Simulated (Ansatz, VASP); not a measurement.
## One calculation of F, two programs

```
F
1.0
     2.20861    0.00000    0.00000
     0.00000    2.20861    0.00000
     0.00000    0.00000    2.20861
F
1
Direct
  0.00000 0.00000 0.00000
```

Change from the starting cell: volume scaled by 1.02.

Alike in both runs: task single point; functional PBE; k mesh 15 × 15 × 15; occupations fermi-dirac, width 0.08 eV; no spin polarisation.

|  | VASP | Ansatz |
| --- | --- | --- |
| version | VASP 6.6.1 | Ansatz 0.2.0 |
| potentials or method | VASP PAW PBE potentials, release 64 (F), cutoff 520 eV | all-electron LAPW, scalar-relativistic |

|  | VASP | Ansatz | Ansatz less VASP |
| --- | --- | --- | --- |
| pressure (GPa) | -1.9 | -1.2 | +0.68 |

Ansatz ran all-electron here, and VASP with PAW potentials.
